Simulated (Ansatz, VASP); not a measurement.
One calculation of Mo, two programs

```
Mo
1.0
     2.73551    0.00000    0.00000
    -1.36776    2.36902    0.00000
     0.00000    0.00000    2.55518
Mo
1
Cartesian
  0.0000 0.0000 1.2776
```

Alike in both runs: task single point; functional PBEsol; k mesh 13 × 13 × 12; no spin polarisation.

```csv
,VASP,Ansatz
version,VASP 6.6.1,Ansatz 0.2.0
potentials or method,"VASP PAW PBE potentials, release 64 (Mo_sv), cutoff 520 eV","plane waves, PAW"
occupations,"fermi-dirac, width 0.1 eV",fermi-dirac
valence electrons in the cell,14,14
```

|  | VASP | Ansatz | Ansatz less VASP |
| --- | --- | --- | --- |
| pressure (GPa) | -3.3 | -3.8 | -0.50 |
| traceless stress, the component that is largest in VASP (GPa) | -4.47 | -4.59 | -0.112 |

VASP's potentials were made for PBE, not for PBEsol.
